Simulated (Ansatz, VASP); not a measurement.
# CoSn in VASP and in Ansatz

```
Co Sn
1.0
     5.29585    0.00000    0.00000
    -2.64792    4.58634    0.00000
     0.00000    0.00000    4.23043
Co Sn
3 3
Cartesian
  -1.3240 2.2932 0.0000
  1.3240 2.2932 0.0000
  2.6479 0.0000 0.0000
  2.6479 1.5288 2.1152
  0.0000 3.0576 2.1152
  0.0000 0.0000 0.0000
```

Alike in both runs: task single point; functional PBE; k mesh 9 × 9 × 8; occupations gaussian, width 0.1 eV; no spin polarisation.

```csv
,VASP,Ansatz
version,VASP 6.6.1,Ansatz 0.2.0
potentials or method,"VASP PAW PBE potentials, release 64 (Co, Sn_d), cutoff 520 eV","scalar-relativistic, plane waves, PAW"
valence electrons in the cell,69,93
```

VASP gave:

```
gap on the k mesh at the Fermi level (eV)                     : none
pressure (GPa)                                                : -0.1
traceless stress, the component that is largest in VASP (GPa) : -0.07
```

Question: What did Ansatz give for the same quantities?

Answer: gap on the k mesh at the Fermi level (eV): none; pressure (GPa): 0.0; traceless stress, the component that is largest in VASP (GPa): 0.00.

A gap of «none» marks a metal or a gap that the smearing closes. VASP's potentials hold 69 valence electrons a cell and Ansatz's 93, so a difference there can come from the potentials and not from the codes.
